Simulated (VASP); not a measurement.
A run of VASP 6.6.1 is set up as follows.

Contents of INCAR:

```
SYSTEM = Nb
ALGO     = Normal         ! electronic algorithm
EDIFF    = 1E-8           ! SCF threshold, eV
ENCUT    = 520            ! plane-wave cutoff, eV
GGA      = PS             ! functional
ISIF     = 2              ! what is computed and relaxed
ISMEAR   = -1             ! smearing method
LASPH    = .True.         ! aspherical terms in the spheres
LCHARG   = .False.        ! write CHGCAR
LEFG     = .True.       
LREAL    = .False.        ! projectors in reciprocal space
LWAVE    = .False.        ! write WAVECAR
NBANDS   = 12             ! bands
NELM     = 100            ! most SCF steps
PREC     = Accurate       ! precision mode
SIGMA    = 0.08           ! smearing width, eV
```

KPOINTS

```
k-points
0
Gamma
  13 13 13
  0 0 0
```

POSCAR

```
Nb
1.0
   -0.0423000000      2.0938500000      2.0938500000
    2.0938500000     -0.0423000000      2.0938500000
    2.0938500000      2.0938500000     -0.0423000000
Nb
1
Direct
    0.0000000000      0.0000000000      0.0000000000
```

Potentials or basis: VASP PAW PBE potentials, release 64 (Nb_sv).

Run with:

```console
$ cat potpaw_PBE.64/Nb_sv/POTCAR > POTCAR
$ mpirun -np 1 vasp_std > vasp.out
```

Question: Estimate the pressure.

Answer: -7.0 GPa.

Stress tensor (GPa, compression positive):
```
-7.01 -0.69 -0.69
-0.69 -7.01 -0.69
-0.69 -0.69 -7.01
```

Caveat: the cell differs from its parent crystal (equal xy, yz and zx shear strains of -2 %); without QUAD_EFG the Cq values of the log hold for a quadrupole moment of 1 mb, not for the nuclei; the PAW data sets were made with another functional, which shifts forces and pressure a little.
